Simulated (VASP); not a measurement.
# SnTe (Cmmm) in VASP: further runs

The runs below take SnTe through single point, relaxation of cell and atoms, with PBE.

All numbers are computed with VASP 6.6.1; they aren't measurements. Logs are shortened: lines on timing, memory, paths and dates and some standing lists are left out, and cuts for length are marked.

## Step 1: The cell of the first run

It takes space group Cmmm (No. 65, orthorhombic). Conventional cell: a = 6.258 Å, b = 6.329 Å, c = 3.180 Å, α = 90.00°, β = 90.00°, γ = 90.00°. Within 4.1 Å of Sn (site symmetry mmm) lie 4 Te at 3.13 to 3.16 Å and 2 Sn at 3.18 Å. Within 4.1 Å of Te (site symmetry mmm) lie 4 Sn at 3.13 to 3.16 Å and 2 Te at 3.18 Å.

The cell was generated, and may not be a known phase.

## Step 2: Single point, PBE

Contents of INCAR:

```
  ALGO = Normal
  EDIFF = 1E-6
  ENCUT = 520
  GGA = PE
  ISIF = 2
  ISMEAR = 0
  LASPH = T
  LCHARG = F
  LREAL = F
  LWAVE = F
  NBANDS = 17
  NELM = 100
  PREC = Accurate
  SIGMA = 0.1
```

Contents of KPOINTS:

```
k-points
0
Gamma
  4 4 4
```

Contents of POSCAR:

```
SnTe
1.0
    3.1290780328     -3.1645930812      0.0000000000
    3.1290780328      3.1645930812      0.0000000000
    0.0000000000      0.0000000000      3.1801424150
Sn Te
1 1
Direct
    0.5000000000      0.5000000000      0.0000000000
    0.0000000000      0.0000000000      0.0000000000
```

Potentials or basis: VASP PAW PBE potentials, release 64 (Sn_d, Te).

Command:

```console
> cat potpaw_PBE.64/Sn_d/POTCAR potpaw_PBE.64/Te/POTCAR > POTCAR
> mpirun -np 1 vasp_std > vasp.out
```

OUTCAR:

```text
EDIFF = 1E-6
   ENCUT = 520
   GGA = PE
   ISIF = 2
   ISMEAR = 0
   LASPH = T
   LREAL = F
   NELM = 100
   PREC = Accurate

 ion  position               nearest neighbor table
   1  0.500  0.500  0.000-   2 3.13   2 3.13   2 3.16   2 3.16
   2  0.000  0.000  0.000-   1 3.13   1 3.13   1 3.16   1 3.16

  LATTYP: Found a base centered orthorhombic cell.
 ALAT       =     6.2581560656
 B/A-ratio  =     1.0113500041
 C/A-ratio  =     0.5081596530

  Lattice vectors:

 A1 = (   3.1290780328,  -3.1645930812,   0.0000000000)
 A2 = (   3.1290780328,   3.1645930812,   0.0000000000)
 A3 = (   0.0000000000,   0.0000000000,   3.1801424150)

Analysis of symmetry for initial positions (statically):
=====================================================================
 Subroutine PRICEL returns:
 Original cell was already a primitive cell.

 Routine SETGRP: Setting up the symmetry group for a
 base centered orthorhombic supercell.

 Subroutine GETGRP returns: Found  8 space group operations
 (whereof  8 operations were pure point group operations)
 out of a pool of  8 trial point group operations.

The static configuration has the point symmetry D_2h.

Analysis of symmetry for dynamics (positions and initial velocities):
=====================================================================
 Subroutine PRICEL returns:
 Original cell was already a primitive cell.

 Routine SETGRP: Setting up the symmetry group for a
 base centered orthorhombic supercell.

 Subroutine GETGRP returns: Found  8 space group operations
 (whereof  8 operations were pure point group operations)
 out of a pool of  8 trial point group operations.

The dynamic configuration has the point symmetry D_2h.

 Subroutine INISYM returns: Found  8 space group operations
 (whereof  8 operations are pure point group operations),
 and found     1 'primitive' translations

----------------------------------------------------------------------------------------

                                     Primitive cell

  volume of cell :      62.9812

  direct lattice vectors                    reciprocal lattice vectors
     3.129078033 -3.164593081  0.000000000     0.159791477 -0.157998197  0.000000000
     3.129078033  3.164593081  0.000000000     0.159791477  0.157998197  0.000000000
     0.000000000  0.000000000  3.180142415     0.000000000  0.000000000  0.314451326

  length of vectors
     4.450368379  4.450368379  3.180142415     0.224714811  0.224714811  0.314451326

  position of ions in fractional coordinates (direct lattice)
     0.500000000  0.500000000  0.000000000
     0.000000000  0.000000000  0.000000000

  ion indices of the primitive-cell ions
   primitive index   ion index
                 1           1
                 2           2

----------------------------------------------------------------------------------------

 KPOINTS: k-points

Automatic generation of k-mesh.
 Grid dimensions read from file:
 generate k-points for:    4    4    4

 Generating k-lattice:

  Cartesian coordinates                     Fractional coordinates (reciprocal lattice)
     0.039947869 -0.039499549  0.000000000     0.250000000  0.000000000  0.000000000
     0.039947869  0.039499549  0.000000000     0.000000000  0.250000000  0.000000000
     0.000000000  0.000000000  0.078612832     0.000000000  0.000000000  0.250000000

  Length of vectors
     0.056178703  0.056178703  0.078612832

  Shift w.r.t. Gamma in fractional coordinates (k-lattice)
     0.000000000  0.000000000  0.000000000

 Subroutine IBZKPT returns following result:
 ===========================================

 Found     21 irreducible k-points:

 Following reciprocal coordinates:
            Coordinates               Weight
  0.000000  0.000000  0.000000      1.000000
  0.250000  0.000000  0.000000      4.000000
  0.500000  0.000000  0.000000      2.000000
  0.250000  0.250000  0.000000      2.000000
  0.500000  0.250000  0.000000      4.000000
 -0.250000  0.250000  0.000000      2.000000
[... 13 lines left out ...]
 -0.250000  0.250000  0.500000      2.000000
  0.500000  0.500000  0.500000      1.000000
   k-points           NKPTS =     21   k-points in BZ     NKDIM =     21   number of bands    NBANDS=     17
   number of dos      NEDOS =    301   number of ions     NIONS =      2
   total plane-waves  NPLWV =  31104
   dimension x,y,z NGX =    36 NGY =   36 NGZ =   24
   dimension x,y,z NGXF=    72 NGYF=   72 NGZF=   48
   ions per type =               1   1
   NGX,Y,Z   is equivalent  to a cutoff of  13.45, 13.45, 12.55 a.u.
   NGXF,Y,Z  is equivalent  to a cutoff of  26.90, 26.90, 25.09 a.u.
 SYSTEM =  unknown system
   PREC   = accura    normal or accurate (medium, high low for compatibility)
   ISTART =      0    job   : 0-new  1-cont  2-samecut
   ICHARG =      2    charge: 1-file 2-atom 10-const
   ISPIN  =      1    spin polarized calculation?
   LNONCOLLINEAR =      F non collinear calculations
   LSORBIT =      F    spin-orbit coupling
   LASPH  =      T    aspherical Exc in radial PAW
   ENCUT  =  520.0 eV  38.22 Ry    6.18 a.u.   8.27  8.27  5.91*2*pi/ulx,y,z
   NELM   =    100;   NELMIN=  2; NELMDL= -5     # of ELM steps
   EDIFF  = 0.1E-05   stopping-criterion for ELM
   LREAL  =      F    real-space projection
   EDIFFG = 0.1E-04   stopping-criterion for IOM
   NSW    =      0    number of steps for IOM
   IBRION =     -1    ionic relax: 0-MD 1-quasi-New 2-CG
   NFREE  =      0    steps in history (QN), initial steepest desc. (CG)
   ISIF   =      2    stress and relaxation
   ISYM   =      2    0-nonsym 1-usesym 2-fastsym
   POTIM  = 0.5000    time-step for ionic-motion
   TEBEG  =    0.0;   TEEND  =   0.0 temperature during run
   PSTRESS=    0.0 pullay stress
   NELECT =      20.0000    total number of electrons
   NUPDOWN=      -1.0000    fix difference up-down
   EMIN   =  10.00;   EMAX   =-10.00  energy-range for DOS
   EFERMI =   0.00;   METHOD = LEGACY
   ISMEAR =     0;   SIGMA  =   0.10  broadening in eV -4-tet -1-fermi 0-gaus
   EFERMI_NEDOS =   21; number of points for ismear=-14 and -15
   IALGO  =     38    algorithm
   IMIX   =      4    mixing-type and parameters
     AMIX     =   0.40;   BMIX     =  1.00
     AMIX_MAG =   1.60;   BMIX_MAG =  1.00
  volume/ion in A,a.u.               =      31.49       212.51
  Fermi-wavevector in a.u.,A,eV,Ry     =   1.116901  2.110636 16.972820  1.247467
  Thomas-Fermi vector in A             =   2.253519
   LORBIT       =      0    0 simple, 1 ext, 2 COOP (PROOUT), +10 PAW based schemes
   GGA     = PE    functional components
   LHFCALC =     F    Hartree Fock is set to
   AEXX    =    0.0000 exact exchange contribution
   IVDW    =     0    specifies the selected vdW correction
   LEPSILON=     F    determine dielectric tensor
   LRPA    =     F    only Hartree local field effects (RPA)
 non-spin polarized calculation
 Gauss-broadening in eV      SIGMA  =   0.10
  energy-cutoff  :      520.00
  volume of cell :       62.98
 maximum number of plane-waves:      1712
 NGX is ok and might be reduce to    36
   NGX = 17   NGY = 17   NGZ = 11

 number of electron      19.9999998 magnetization

 Free energy of the ion-electron system (eV)
  ---------------------------------------------------
  ext. energy  EPLUGINS =         0.00000000
  ---------------------------------------------------
  free energy    TOTEN  =        -7.46997817 eV

  energy without entropy =       -7.46749202  energy(sigma->0) =       -7.46873509

 E-fermi :   6.6014     XC(G=0):  -9.4821

 val. band max:        6.5363268771   @ k =  -0.2500   0.2500   0.5000
 cond. band min:       6.6634016875   @ k =   0.2500   0.2500   0.5000
 fundamental gap:      0.1270748105
 Fermi energy:         6.6013677692

 k-point     1 :       0.0000    0.0000    0.0000
  band No.  band energies     occupation
      1     -15.2750      2.00000
      2     -15.1764      2.00000
      3     -15.1748      2.00000
      4     -15.1039      2.00000
      5     -15.1008      2.00000
      6      -6.0073      2.00000
[... 9 lines left out ...]
     16      14.0041      0.00000
     17      14.6366      0.00000

 k-point     2 :       0.2500    0.0000    0.0000
  band No.  band energies     occupation
      1     -15.2732      2.00000
      2     -15.1795      2.00000
      3     -15.1716      2.00000
      4     -15.1043      2.00000
      5     -15.1011      2.00000
      6      -5.7290      2.00000
[... 9 lines left out ...]
     16      16.4217      0.00000
     17      17.0180      0.00000

 k-point     3 :       0.5000    0.0000    0.0000
  band No.  band energies     occupation
      1     -15.2714      2.00000
      2     -15.1827      2.00000
      3     -15.1683      2.00000
      4     -15.1048      2.00000
      5     -15.1013      2.00000
      6      -5.3510      2.00000
[... 9 lines left out ...]
     16      15.1099      0.00000
     17      16.4711      0.00000

 k-point     4 :       0.2500    0.2500    0.0000
  band No.  band energies     occupation
      1     -15.2715      2.00000
      2     -15.1833      2.00000
      3     -15.1683      2.00000
      4     -15.1046      2.00000
      5     -15.1015      2.00000
      6      -5.4745      2.00000
[... 9 lines left out ...]
     16      14.8134      0.00000
     17      17.5997      0.00000
[... 283 lines left out ...]
      1     -15.1857      2.00000
      2     -15.1822      2.00000
      3     -15.1771      2.00000
      4     -15.1569      2.00000
      5     -15.0296      2.00000
      6      -3.3450      2.00000
[... 9 lines left out ...]
     16      16.2199      0.00000
     17      16.8472      0.00000

 k-point    20 :      -0.2500    0.2500    0.5000
  band No.  band energies     occupation
      1     -15.1849      2.00000
      2     -15.1817      2.00000
      3     -15.1740      2.00000
      4     -15.1599      2.00000
      5     -15.0320      2.00000
      6      -3.6250      2.00000
[... 9 lines left out ...]
     16      14.4598      0.00000
     17      14.5115      0.00000

 k-point    21 :       0.5000    0.5000    0.5000
  band No.  band energies     occupation
      1     -15.1860      2.00000
      2     -15.1830      2.00000
      3     -15.1807      2.00000
      4     -15.1537      2.00000
      5     -15.0276      2.00000
      6      -3.1308      2.00000
[... 9 lines left out ...]
     16      19.3638      0.00000
     17      19.5516      0.00000

------------------------ aborting loop because EDIFF is reached ----------------------------------------

  FORCE on cell =-STRESS in cart. coord.  units (eV):
  Direction    XX          YY          ZZ          XY          YZ          ZX
  --------------------------------------------------------------------------------------
  -------------------------------------------------------------------------------------
  Total        0.1079933     -0.0335074     -0.0310972     -0.0000000      0.0000000      0.0000000
  in kB        2.7472392     -0.8523944     -0.7910819     -0.0000000      0.0000000      0.0000000
  external PRESSURE =       0.3679210 kB  Pullay stress =       0.0000000 kB

 VOLUME and BASIS-vectors are now :
 -----------------------------------------------------------------------------
  energy-cutoff  :      520.00
  volume of cell :       62.98
      direct lattice vectors                 reciprocal lattice vectors
     3.129078033 -3.164593081  0.000000000     0.159791477 -0.157998197  0.000000000
     3.129078033  3.164593081  0.000000000     0.159791477  0.157998197  0.000000000
     0.000000000  0.000000000  3.180142415     0.000000000  0.000000000  0.314451326

 POSITION                                       TOTAL-FORCE (eV/Angst)
 -----------------------------------------------------------------------------------
      3.12908      0.00000      0.00000         0.000000     -0.000000      0.000000
      0.00000      0.00000      0.00000         0.000000      0.000000      0.000000
 -----------------------------------------------------------------------------------
    total drift:                                0.000000      0.000000      0.000000

  FREE ENERGIE OF THE ION-ELECTRON SYSTEM (eV)
  ---------------------------------------------------
  free  energy   TOTEN  =        -7.4699781740 eV

  energy  without entropy=       -7.4674920156  energy(sigma->0) =       -7.46873509
```

Wall time 48 s (1 thread of Intel Xeon 8259CL, shared host); peak memory 0.19 GiB.

Results:

- Free energy: -7.4700 eV
- Pressure: 0.0 GPa
- Band gap on the k mesh: zero (bands 10 and 11 overlap by 5.18 eV)

Caveat: the k points lie up to 0.49 Å⁻¹ apart, too coarse for converged energies and pressures of a metal; spin-orbit coupling is left out, which moves the levels of the heavy elements.

## Step 3: Single point, PBE

This run uses another cell than the first one, of 32.52 Å³/atom.

Contents of INCAR:

```
PREC     = Accurate       # precision mode
ENCUT    = 520            # plane-wave cutoff, eV
EDIFF    = 1E-6           # SCF threshold, eV
ISMEAR   = 0              # smearing method
SIGMA    = 0.1            # smearing width, eV
LREAL    = F              # projectors in reciprocal space
LASPH    = T              # aspherical terms in the spheres
NELM     = 60             # most SCF steps
ALGO     = Normal         # electronic algorithm
ISIF     = 2              # what is computed and relaxed
LWAVE    = F              # write WAVECAR
LCHARG   = F              # write CHGCAR
GGA      = PE             # functional
NBANDS   = 17             # bands
```

Contents of KPOINTS:

```
regular mesh
0
Gamma
  4 4 6
```

Contents of POSCAR:

```
SnTe
1.0
    3.1106004045     -3.1178308772      0.0000000000
    3.1106004045      3.1178308772      0.0000000000
    0.0000000000      0.0000000000      3.3530309684
Sn Te
1 1
Direct
    0.5000000000      0.5000000000      0.0000000000
    0.0000000000      0.0000000000      0.0000000000
```

Potentials or basis: VASP PAW PBE potentials, release 64 (Sn_d, Te).

Command:

```console
> cat potpaw_PBE.64/Sn_d/POTCAR potpaw_PBE.64/Te/POTCAR > POTCAR
> mpirun -np 1 vasp_std > vasp.out
```

Run time: 71 s. Hardware: 1 thread of Intel Xeon 8259CL, shared host; peak memory 0.19 GiB.

Results (log left out):

```
Free energy            : -7.0787 eV
Pressure               : -0.2 GPa
Band gap on the k mesh : zero (bands 10 and 11 overlap by 3.95 eV)
```

Levels at points of the mesh, in eV from the Fermi level:
| k point | band 7 | band 8 | band 9 | band 10 | band 11 | band 12 | band 13 | band 14 |
| --- | --- | --- | --- | --- | --- | --- | --- | --- |
| (0.00, 0.00, 0.00) | -6.13 | -3.16 | -3.13 | 1.32 | 2.81 | 4.00 | 4.06 | 6.14 |
| (0.50, 0.00, 0.00) | -8.45 | -1.81 | -0.52 | 0.04 | 0.29 | 1.93 | 5.24 | 7.16 |
| (0.50, 0.50, 0.00) | -7.34 | -5.05 | -5.04 | 2.12 | 5.67 | 5.71 | 5.83 | 8.13 |
| (0.00, 0.00, 0.50) | -4.90 | -4.05 | -1.96 | -1.93 | -0.41 | 4.83 | 5.39 | 5.41 |
| (0.50, 0.00, 0.50) | -6.61 | -3.92 | -2.21 | -0.69 | 1.13 | 1.84 | 1.86 | 6.18 |
| (0.50, 0.50, 0.50) | -5.27 | -3.69 | -3.68 | -3.59 | -1.57 | 2.68 | 2.68 | 7.15 |

Caveat: spin-orbit coupling is left out, which moves the levels of the heavy elements.

(Continued in part 2 of 2.)

The gap in the log of VASP goes by the Fermi energy; the results here count the filled bands.